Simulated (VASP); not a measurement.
# Al2Cu (I4/mcm) in VASP: notebook

The runs below take Al2Cu through single point, with PBE.

Program: VASP 6.6.1. These are calculated values, not measurements. Logs are shortened: lines on timing, memory, paths and dates and some standing lists are left out, and cuts for length are marked.

## 1. The cell of the first run

It takes space group I4/mcm (No. 140, tetragonal). The conventional cell has a = 5.750 Å, b = 5.750 Å, c = 4.980 Å, α = 90.00°, β = 90.00°, γ = 90.00°. Within 3.3 Å of Al (site symmetry m2m) lie 4 Cu at 2.50 Å and 11 Al at 2.58 to 3.09 Å. Cu (site symmetry 422) has 2 Cu at 2.49 Å and 8 Al at 2.50 Å within 3.3 Å.

## 2. Single point, PBE

File INCAR:

```
ALGO = Fast
EDIFF = 1E-6
ENCUT = 520
GGA = PE
ISIF = 2
ISMEAR = 0
LASPH = True
LCHARG = False
LREAL = False
LWAVE = False
NBANDS = 26
NELM = 80
PREC = Accurate
SIGMA = 0.15
```

File KPOINTS:

```
k-points
0
Gamma
  10 10 10
```

File POSCAR:

```
Al2Cu
1.0
   -2.8748500000      2.8748500000      2.4901000000
    2.8748500000     -2.8748500000      2.4901000000
    2.8748500000      2.8748500000     -2.4901000000
Al Cu
4 2
Direct
    0.1587211657      0.6587211657      0.8174423314
    0.6587211657      0.8412788343      0.5000000000
    0.8412788343      0.3412788343      0.1825576686
    0.3412788343      0.1587211657      0.5000000000
    0.7500000000      0.7500000000      0.0000000000
    0.2500000000      0.2500000000      0.0000000000
```

Potentials or basis: VASP PAW PBE potentials, release 64 (Al, Cu).

On the command line:

```sh
$ cat potpaw_PBE.64/Al/POTCAR potpaw_PBE.64/Cu/POTCAR > POTCAR
$ mpirun -np 1 vasp_std > vasp.out
```

OUTCAR:

```text
EDIFF = 1E-6
   ENCUT = 520
   GGA = PE
   ISIF = 2
   ISMEAR = 0
   LASPH = True
   LREAL = False
   NELM = 80
   PREC = Accurate

 ion  position               nearest neighbor table
   1  0.159  0.659  0.817-   5 2.50   6 2.50   5 2.50   6 2.50   3 2.58   3 2.90   3 2.90   2 3.06
                             4 3.06   4 3.06   2 3.06   4 3.09   2 3.09   2 3.09   4 3.09
   2  0.659  0.841  0.500-   6 2.50   5 2.50   5 2.50   6 2.50   4 2.58   4 2.90   4 2.90   3 3.06
                             1 3.06   3 3.06   1 3.06   3 3.09   1 3.09   1 3.09   3 3.09
   3  0.841  0.341  0.183-   5 2.50   6 2.50   5 2.50   6 2.50   1 2.58   1 2.90   1 2.90   2 3.06
                             4 3.06   4 3.06   2 3.06   4 3.09   2 3.09   2 3.09   4 3.09
   4  0.341  0.159  0.500-   5 2.50   6 2.50   6 2.50   5 2.50   2 2.58   2 2.90   2 2.90   1 3.06
                             1 3.06   3 3.06   3 3.06   3 3.09   1 3.09   1 3.09   3 3.09
   5  0.750  0.750  0.000-   6 2.49   6 2.49   1 2.50   2 2.50   3 2.50   4 2.50   2 2.50   4 2.50
                             1 2.50   3 2.50
   6  0.250  0.250  0.000-   5 2.49   5 2.49   1 2.50   3 2.50   4 2.50   3 2.50   4 2.50   1 2.50
                             2 2.50   2 2.50

  LATTYP: Found a body centered tetragonal cell.
 ALAT       =     5.7497000000
 C/A-ratio  =     0.8661669304

  Lattice vectors:

 A1 = (  -2.8748500000,   2.8748500000,   2.4901000000)
 A2 = (   2.8748500000,  -2.8748500000,   2.4901000000)
 A3 = (   2.8748500000,   2.8748500000,  -2.4901000000)

Analysis of symmetry for initial positions (statically):
=====================================================================
 Subroutine PRICEL returns:
 Original cell was already a primitive cell.

 Routine SETGRP: Setting up the symmetry group for a
 body centered tetragonal supercell.

 Subroutine GETGRP returns: Found 16 space group operations
 (whereof  8 operations were pure point group operations)
 out of a pool of 16 trial point group operations.

The static configuration has the point symmetry C_4h.
 The point group associated with its full space group is D_4h.

Analysis of symmetry for dynamics (positions and initial velocities):
=====================================================================
 Subroutine PRICEL returns:
 Original cell was already a primitive cell.

 Routine SETGRP: Setting up the symmetry group for a
 body centered tetragonal supercell.

 Subroutine GETGRP returns: Found 16 space group operations
 (whereof  8 operations were pure point group operations)
 out of a pool of 16 trial point group operations.

The dynamic configuration has the point symmetry C_4h.
 The point group associated with its full space group is D_4h.

 Subroutine INISYM returns: Found 16 space group operations
[... 108 lines left out ...]
   NSW    =      0    number of steps for IOM
   IBRION =     -1    ionic relax: 0-MD 1-quasi-New 2-CG
   NFREE  =      0    steps in history (QN), initial steepest desc. (CG)
   ISIF   =      2    stress and relaxation
   ISYM   =      2    0-nonsym 1-usesym 2-fastsym
   POTIM  = 0.5000    time-step for ionic-motion
   TEBEG  =    0.0;   TEEND  =   0.0 temperature during run
   PSTRESS=    0.0 pullay stress
   NELECT =      34.0000    total number of electrons
   NUPDOWN=      -1.0000    fix difference up-down
   EMIN   =  10.00;   EMAX   =-10.00  energy-range for DOS
   EFERMI =   0.00;   METHOD = LEGACY
   ISMEAR =     0;   SIGMA  =   0.15  broadening in eV -4-tet -1-fermi 0-gaus
   EFERMI_NEDOS =   21; number of points for ismear=-14 and -15
   IALGO  =     68    algorithm
   IMIX   =      4    mixing-type and parameters
     AMIX     =   0.40;   BMIX     =  1.00
     AMIX_MAG =   1.60;   BMIX_MAG =  1.00
  volume/ion in A,a.u.               =      13.72        92.59
  Fermi-wavevector in a.u.,A,eV,Ry     =   1.219173  2.303903 20.223473  1.486383
  Thomas-Fermi vector in A             =   2.354434
   LORBIT       =      0    0 simple, 1 ext, 2 COOP (PROOUT), +10 PAW based schemes
   GGA     = PE    functional components
   LHFCALC =     F    Hartree Fock is set to
   AEXX    =    0.0000 exact exchange contribution
   IVDW    =     0    specifies the selected vdW correction
   LEPSILON=     F    determine dielectric tensor
   LRPA    =     F    only Hartree local field effects (RPA)
 non-spin polarized calculation
 RMM-DIIS sequential band-by-band and
 Gauss-broadening in eV      SIGMA  =   0.15
  energy-cutoff  :      520.00
  volume of cell :       82.32
 maximum number of plane-waves:      2237
   NGX = 17   NGY = 17   NGZ = 17

 number of electron      33.9999986 magnetization

 Free energy of the ion-electron system (eV)
  ---------------------------------------------------
  ext. energy  EPLUGINS =         0.00000000
  ---------------------------------------------------
  free energy    TOTEN  =       -23.04818828 eV

  energy without entropy =      -23.02512996  energy(sigma->0) =      -23.03665912

 E-fermi :   8.9085     XC(G=0): -11.2085

 val. band max:        8.8774400639   @ k =   0.2000   0.1000   0.1000
 cond. band min:       8.9118791469   @ k =   0.2000   0.2000   0.1000
 fundamental gap:      0.0344390830
 Fermi energy:         8.9085379517

 k-point     1 :       0.0000    0.0000    0.0000
  band No.  band energies     occupation
      1      -2.4324      2.00000
      2       3.3284      2.00000
      3       3.3601      2.00000
      4       3.3601      2.00000
      5       3.5946      2.00000
      6       4.4001      2.00000
[... 685 lines left out ...]
     25      16.3342      0.00000
     26      16.4890      0.00000

 [... further k-points ...]
[... 5 lines left out ...]
  --------------------------------------------------------------------------------------
  -------------------------------------------------------------------------------------
  Total        7.3066925      7.3066925      2.2626945      0.0000000      0.0000000      0.0000000
  in kB      142.2080731    142.2080731     44.0381790      0.0000000      0.0000000      0.0000000
  external PRESSURE =     109.4847751 kB  Pullay stress =       0.0000000 kB

 VOLUME and BASIS-vectors are now :
 -----------------------------------------------------------------------------
  energy-cutoff  :      520.00
  volume of cell :       82.32
      direct lattice vectors                 reciprocal lattice vectors
    -2.874850000  2.874850000  2.490100000     0.000000000  0.173922118  0.200795149
     2.874850000 -2.874850000  2.490100000     0.173922118  0.000000000  0.200795149
     2.874850000  2.874850000 -2.490100000     0.173922118  0.173922118  0.000000000

 POSITION                                       TOTAL-FORCE (eV/Angst)
 -----------------------------------------------------------------------------------
      3.78745      0.91260      0.00000         0.150301      0.150301      0.000000
      1.96225      0.91260      2.49010        -0.150301      0.150301     -0.000000
     -0.91260      1.96225      2.49010        -0.150301     -0.150301     -0.000000
      0.91260      1.96225      0.00000         0.150301     -0.150301     -0.000000
      0.00000      0.00000      3.73515         0.000000      0.000000      0.000000
      0.00000      0.00000      1.24505         0.000000      0.000000      0.000000
 -----------------------------------------------------------------------------------
    total drift:                                0.000000     -0.000000      0.000000

  FREE ENERGIE OF THE ION-ELECTRON SYSTEM (eV)
  ---------------------------------------------------
  free  energy   TOTEN  =       -23.0481882782 eV

  energy  without entropy=      -23.0251299598  energy(sigma->0) =      -23.03665912
```

OSZICAR:

```text
N       E                     dE             d eps       ncg     rms          rms(c)
DAV:   1     0.190813420884E+03    0.19081E+03   -0.13777E+04  5312   0.150E+03
DAV:   2    -0.150183530201E+02   -0.20583E+03   -0.19355E+03  5334   0.294E+02
DAV:   3    -0.277867519029E+02   -0.12768E+02   -0.11961E+02  6792   0.923E+01
DAV:   4    -0.281655053473E+02   -0.37875E+00   -0.37607E+00  8014   0.142E+01
DAV:   5    -0.281705394116E+02   -0.50341E-02   -0.50329E-02  7856   0.162E+00    0.223E+01
RMM:   6    -0.334989615337E+02   -0.53284E+01   -0.10627E+02  6455   0.137E+02    0.193E+01
RMM:   7    -0.233276247335E+02    0.10171E+02   -0.32266E+01  5700   0.787E+01    0.303E+00
RMM:   8    -0.231177383874E+02    0.20989E+00   -0.18054E+00  5896   0.188E+01    0.126E+00
RMM:   9    -0.230537261417E+02    0.64012E-01   -0.40488E-01  6029   0.291E+00    0.488E-01
RMM:  10    -0.230527671216E+02    0.95902E-03   -0.48957E-02  6532   0.237E+00    0.364E-01
RMM:  11    -0.230480380777E+02    0.47290E-02   -0.10845E-02  6990   0.801E-01    0.922E-02
RMM:  12    -0.230482545262E+02   -0.21645E-03   -0.25751E-03  7390   0.391E-01    0.775E-02
RMM:  13    -0.230481870786E+02    0.67448E-04   -0.68708E-04  7084   0.169E-01    0.143E-02
RMM:  14    -0.230481846762E+02    0.24024E-05   -0.10650E-04  7054   0.965E-02    0.152E-02
RMM:  15    -0.230481876032E+02   -0.29270E-05   -0.30647E-05  6851   0.364E-02    0.190E-02
RMM:  16    -0.230481882782E+02   -0.67497E-06   -0.80077E-06  6154   0.319E-02
   1 F= -.23048188E+02 E0= -.23036659E+02  d E =-.230583E-01
```

It took 2.4 min on 1 thread of AMD EPYC 9R45 (Zen 5), shared host; peak memory 0.3 GiB.

Results:

```yaml
Free_energy: -23.0482 eV
Pressure: 10.9 GPa
Largest_force: 0.213 eV/Å
Band_gap_on_the_k_mesh: zero (band 17 reaches 11.26 eV, above the bottom of band 18 at 7.41 eV)
```

Forces on the atoms (eV/Å):
```
Al   0.150  0.150  0.000
Al  -0.150  0.150  0.000
Al  -0.150 -0.150  0.000
Al   0.150 -0.150  0.000
Cu   0.000  0.000  0.000
Cu   0.000  0.000  0.000
```

## 3. Single point, PBE

File INCAR:

```
PREC = Accurate
ENCUT = 520
EDIFF = 1E-6
ISMEAR = 0
SIGMA = 0.15
LREAL = F
LASPH = T
NELM = 60
ALGO = Fast
ISIF = 2
LWAVE = F
LCHARG = T
GGA = PE
LELF = T
LVHAR = T
NBANDS = 26
```

File KPOINTS:

```
Automatic mesh
0
Gamma
  10 10 10
```

POSCAR: that of step 2 with these lines changed.

```diff
@@ -2,5 +2,5 @@
 1.0
-   -2.8748500000      2.8748500000      2.4901000000
-    2.8748500000     -2.8748500000      2.4901000000
-    2.8748500000      2.8748500000     -2.4901000000
+   -2.9051000000      2.9051000000      2.4412820339
+    2.9051000000     -2.9051000000      2.4412820339
+    2.9051000000      2.9051000000     -2.4412820339
 Al Cu
```

Potentials or basis: VASP PAW PBE potentials, release 64 (Al, Cu).

On the command line:

```sh
$ cat potpaw_PBE.64/Al/POTCAR potpaw_PBE.64/Cu/POTCAR > POTCAR
$ mpirun -np 1 vasp_std > vasp.out
```

OUTCAR:

```text
PREC = Accurate
   ENCUT = 520
   EDIFF = 1E-6
   ISMEAR = 0
   LREAL = F
   LASPH = T
   NELM = 60
   ISIF = 2
   GGA = PE

 ion  position               nearest neighbor table
   1  0.159  0.659  0.817-   5 2.50   6 2.50   5 2.50   6 2.50   3 2.61   3 2.87   3 2.87   4 3.06
                             2 3.06   2 3.06   4 3.06   2 3.09   4 3.09   4 3.09   2 3.09
   2  0.659  0.841  0.500-   6 2.50   5 2.50   5 2.50   6 2.50   4 2.61   4 2.87   4 2.87   3 3.06
                             1 3.06   1 3.06   3 3.06   1 3.09   3 3.09   3 3.09   1 3.09
   3  0.841  0.341  0.183-   5 2.50   6 2.50   5 2.50   6 2.50   1 2.61   1 2.87   1 2.87   2 3.06
                             4 3.06   4 3.06   2 3.06   4 3.09   2 3.09   4 3.09   2 3.09
   4  0.341  0.159  0.500-   5 2.50   6 2.50   6 2.50   5 2.50   2 2.61   2 2.87   2 2.87   3 3.06
                             1 3.06   1 3.06   3 3.06   1 3.09   3 3.09   1 3.09   3 3.09
   5  0.750  0.750  0.000-   6 2.44   6 2.44   1 2.50   2 2.50   3 2.50   4 2.50   2 2.50   4 2.50
                             1 2.50   3 2.50
   6  0.250  0.250  0.000-   5 2.44   5 2.44   1 2.50   3 2.50   4 2.50   3 2.50   4 2.50   1 2.50
                             2 2.50   2 2.50

  LATTYP: Found a body centered tetragonal cell.
 ALAT       =     5.8102000000
 C/A-ratio  =     0.8403435455

  Lattice vectors:

 A1 = (  -2.9051000000,   2.9051000000,   2.4412820339)
 A2 = (   2.9051000000,  -2.9051000000,   2.4412820339)
 A3 = (   2.9051000000,   2.9051000000,  -2.4412820339)

Analysis of symmetry for initial positions (statically):
=====================================================================
 Subroutine PRICEL returns:
 Original cell was already a primitive cell.

 Routine SETGRP: Setting up the symmetry group for a
 body centered tetragonal supercell.

 Subroutine GETGRP returns: Found 16 space group operations
 (whereof  8 operations were pure point group operations)
 out of a pool of 16 trial point group operations.

The static configuration has the point symmetry C_4h.
 The point group associated with its full space group is D_4h.

Analysis of symmetry for dynamics (positions and initial velocities):
[... 147 lines left out ...]
   AEXX    =    0.0000 exact exchange contribution
   IVDW    =     0    specifies the selected vdW correction
   LEPSILON=     F    determine dielectric tensor
   LRPA    =     F    only Hartree local field effects (RPA)
 non-spin polarized calculation
 RMM-DIIS sequential band-by-band and
 Gauss-broadening in eV      SIGMA  =   0.15
  energy-cutoff  :      520.00
  volume of cell :       82.41
 maximum number of plane-waves:      2234
   NGX = 17   NGY = 17   NGZ = 17

 number of electron      34.0000019 magnetization

 Free energy of the ion-electron system (eV)
  ---------------------------------------------------
  ext. energy  EPLUGINS =         0.00000000
  ---------------------------------------------------
  free energy    TOTEN  =       -23.14017344 eV

  energy without entropy =      -23.12084563  energy(sigma->0) =      -23.13050953

 E-fermi :   8.8769     XC(G=0): -11.2040

 val. band max:        8.8734576316   @ k =  -0.4000   0.4000   0.2000
 cond. band min:       8.8814054085   @ k =  -0.3000  -0.3000   0.3000
 fundamental gap:      0.0079477769
 Fermi energy:         8.8769136066

 k-point     1 :       0.0000    0.0000    0.0000
  band No.  band energies     occupation
      1      -2.4360      2.00000
      2       3.2731      2.00000
      3       3.3683      2.00000
      4       3.3683      2.00000
      5       3.5181      2.00000
      6       4.4068      2.00000
[... 685 lines left out ...]
     25      16.3788      0.00000
     26      16.7155      0.00000

 [... further k-points ...]

------------------------ aborting loop because EDIFF is reached ----------------------------------------

  FORCE on cell =-STRESS in cart. coord.  units (eV):
  Direction    XX          YY          ZZ          XY          YZ          ZX
  --------------------------------------------------------------------------------------
  -------------------------------------------------------------------------------------
  Total        6.3325107      6.3325107      3.0394307      0.0000000      0.0000000      0.0000000
  in kB      123.1080346    123.1080346     59.0884660      0.0000000      0.0000000      0.0000000
  external PRESSURE =     101.7681784 kB  Pullay stress =       0.0000000 kB

 VOLUME and BASIS-vectors are now :
 -----------------------------------------------------------------------------
  energy-cutoff  :      520.00
  volume of cell :       82.41
      direct lattice vectors                 reciprocal lattice vectors
    -2.905100000  2.905100000  2.441282034     0.000000000  0.172111115  0.204810421
     2.905100000 -2.905100000  2.441282034     0.172111115  0.000000000  0.204810421
     2.905100000  2.905100000 -2.441282034     0.172111115  0.172111115  0.000000000

 POSITION                                       TOTAL-FORCE (eV/Angst)
 -----------------------------------------------------------------------------------
      3.82730      0.92220     -0.00000         0.057776      0.057776     -0.000000
      1.98290      0.92220      2.44128        -0.057776      0.057776     -0.000000
     -0.92220      1.98290      2.44128        -0.057776     -0.057776      0.000000
      0.92220      1.98290      0.00000         0.057776     -0.057776     -0.000000
      0.00000      0.00000      3.66192         0.000000     -0.000000     -0.000000
      0.00000      0.00000      1.22064         0.000000     -0.000000     -0.000000
 -----------------------------------------------------------------------------------
    total drift:                                0.000000     -0.000000      0.000000

  FREE ENERGIE OF THE ION-ELECTRON SYSTEM (eV)
  ---------------------------------------------------
  free  energy   TOTEN  =       -23.1401734447 eV

  energy  without entropy=      -23.1208456252  energy(sigma->0) =      -23.13050953
```

OSZICAR:

```text
N       E                     dE             d eps       ncg     rms          rms(c)
DAV:   1     0.190548749368E+03    0.19055E+03   -0.13786E+04  5304   0.150E+03
DAV:   2    -0.154247390970E+02   -0.20597E+03   -0.19355E+03  5324   0.293E+02
DAV:   3    -0.278947391988E+02   -0.12470E+02   -0.11663E+02  6854   0.915E+01
DAV:   4    -0.282543788577E+02   -0.35964E+00   -0.35812E+00  8022   0.138E+01
DAV:   5    -0.282585294760E+02   -0.41506E-02   -0.41499E-02  7792   0.153E+00    0.222E+01
RMM:   6    -0.335218003990E+02   -0.52633E+01   -0.10536E+02  6460   0.137E+02    0.192E+01
RMM:   7    -0.234158771746E+02    0.10106E+02   -0.31824E+01  5701   0.784E+01    0.298E+00
RMM:   8    -0.232056477748E+02    0.21023E+00   -0.18037E+00  5916   0.187E+01    0.123E+00
RMM:   9    -0.231456846608E+02    0.59963E-01   -0.41284E-01  6070   0.287E+00    0.475E-01
RMM:  10    -0.231446236373E+02    0.10610E-02   -0.43688E-02  6568   0.225E+00    0.330E-01
RMM:  11    -0.231400587867E+02    0.45649E-02   -0.10269E-02  6896   0.770E-01    0.956E-02
RMM:  12    -0.231402677710E+02   -0.20898E-03   -0.26161E-03  7339   0.433E-01    0.805E-02
RMM:  13    -0.231401853659E+02    0.82405E-04   -0.84593E-04  7009   0.184E-01    0.283E-02
RMM:  14    -0.231401704757E+02    0.14890E-04   -0.15514E-04  7251   0.105E-01    0.170E-02
RMM:  15    -0.231401740937E+02   -0.36179E-05   -0.34396E-05  7180   0.365E-02    0.191E-02
RMM:  16    -0.231401734447E+02    0.64901E-06   -0.57272E-06  6184   0.272E-02
   1 F= -.23140173E+02 E0= -.23130510E+02  d E =-.193278E-01
```

stdout:

```text
POSCAR found type information on POSCAR AlCu
 POSCAR found :  2 types and       6 ions
 scaLAPACK will be used
 LDA part: xc-table for (Slater+PW92), standard interpolation
 POSCAR, INCAR and KPOINTS ok, starting setup
 FFT: planning ... GRIDC
 FFT: planning ... GRID_SOFT
 FFT: planning ... GRID
 WAVECAR not read
 entering main loop
```

It took 2.4 min on 1 thread of AMD EPYC 9R45 (Zen 5), shared host; peak memory 0.3 GiB.

Results:

```
Free energy            : -23.1402 eV
Pressure               : 10.2 GPa
Largest force          : 0.082 eV/Å
Band gap on the k mesh : zero (band 17 reaches 11.39 eV, above the bottom of band 18 at 7.24 eV)
```

Forces in eV/Å, atoms in the order of the input:
```
Al   0.058  0.058  0.000
Al  -0.058  0.058  0.000
Al  -0.058 -0.058  0.000
Al   0.058 -0.058  0.000
Cu   0.000  0.000  0.000
Cu   0.000  0.000  0.000
```

Levels at points of the mesh, in eV from the Fermi level:
```tsv
k point	band 13	band 14	band 15	band 16	band 17	band 18	band 19	band 20	band 21	band 22
(0.00, 0.00, 0.00)	-2.89	-1.81	-1.75	-1.44	-1.44	-1.03	-0.03	-0.02	1.45	1.45
(0.50, 0.00, 0.00)	-3.21	-3.21	-2.69	-2.69	0.41	0.41	3.97	3.97	4.68	4.68
(0.50, 0.50, 0.00)	-3.31	-3.19	-1.43	-1.32	-0.90	-0.77	1.17	1.73	4.84	4.86
(0.50, 0.50, 0.50)	-3.53	-3.53	-3.47	-2.06	2.51	2.97	2.97	3.64	4.29	4.87
```

(Continued in part 2 of 2.)
